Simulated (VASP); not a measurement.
A run of VASP 6.6.1:

The input POSCAR:

```
CsPbCl3
1.0
    4.0141224383      2.3175546703      3.3644948656
   -4.0141224383      2.3175546703      3.3644948656
    0.0000000000     -4.6351093407      3.3644948656
Cs Pb Cl
1 1 3
Direct
    0.5000000000      0.5000000000      0.5000000000
    0.0000000000      0.0000000000      0.0000000000
    0.5000000000      0.0000513870      0.9999486130
    0.0000513870      0.9999486130      0.5000000000
    0.9999486130      0.5000000000      0.0000513870
```

The input INCAR.step1:

```
SYSTEM = CsPbCl3
ALGO = Normal ; EDIFF = 1E-4
ENCUT = 520 ; GGA = PE
ISMEAR = 0 ; LASPH = .True.
LCHARG = .False. ; LREAL = .False.
LWAVE = .True. ; NBANDS = 30
NELM = 100 ; PREC = Accurate
SIGMA = 0.01
```

Contents of INCAR.step2:

```
SYSTEM = CsPbCl3
ALGO = Normal ; EDIFF = 1E-7
ENCUT = 520 ; ISIF = 2
ISMEAR = 0 ; ISTART = 1
LASPH = .True. ; LCHARG = .False.
LMIXTAU = .True. ; LREAL = .False.
LWAVE = .False. ; METAGGA = R2SCAN
NBANDS = 30 ; NELM = 100
PREC = Accurate ; SIGMA = 0.01
```

The input KPOINTS:

```
k-points
0
Gamma
  4 4 4
  0 0 0
```

Potentials or basis: VASP PAW PBE potentials, release 64 (Cs_sv, Pb_d, Cl).

Command:

```console
$ cat potpaw_PBE.64/Cs_sv/POTCAR potpaw_PBE.64/Pb_d/POTCAR potpaw_PBE.64/Cl/POTCAR > POTCAR
$ cp INCAR.step1 INCAR
$ mpirun -np 1 vasp_std > vasp.out
$ cp INCAR.step2 INCAR
$ mpirun -np 1 vasp_std > vasp.out
```

Hardware: 1 thread of Intel(R) Xeon(R) 6975P-C (Granite Rapids), on a shared host.

**Question.** Estimate the wall time of this run.

**Answer.** Run time: 2.4 min on 1 thread of Intel(R) Xeon(R) 6975P-C (Granite Rapids) (shared host), peak memory 0.4 GiB. Counts: k points 13.
